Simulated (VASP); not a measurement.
# Zr: single point with PBEsol+D3(BJ)

Zr:

```
CELL_PARAMETERS angstrom
3.12997 0.00000 0.00000
-1.56498 2.71063 0.00000
0.00000 0.00000 5.06544
ATOMIC_POSITIONS crystal
Zr 0.66667 0.33333 0.75000
Zr 0.33333 0.66667 0.25000
```

```json
{
 "Program": "VASP 6.6.1",
 "Task": "single point",
 "Functional": "PBEsol",
 "Dispersion": "D3(BJ)",
 "Potentials or basis": "VASP PAW PBE potentials, release 64 (Zr_sv)",
 "Cutoff": "520 eV",
 "k mesh": "9 × 9 × 5",
 "Occupations": "fermi-dirac, width 0.05 eV",
 "Spin": "no spin polarisation"
}
```

* Pressure: 0.1 GPa
* Band gap on the k mesh: zero (band 12 reaches 10.68 eV, above the bottom of band 13 at 9.55 eV)
* Dispersion energy per atom: -0.624 eV

Levels at points of the mesh, in eV from the Fermi level:
```csv
k point,band 8,band 9,band 10,band 11,band 12,band 13,band 14,band 15,band 16,band 17
"(0.00, 0.00, 0.00)",-25.98,-5.80,-3.26,0.90,0.90,0.90,1.39,1.63,1.63,2.41
```

It took 9.2 s on 1 thread of Intel(R) Xeon(R) 6975P-C (Granite Rapids) (shared host), peak memory 0.17 GiB.

Caveat: the PAW data sets were made with another functional, which shifts forces and pressure a little; pairwise dispersion overbinds metals, which lowers pressure and volume.
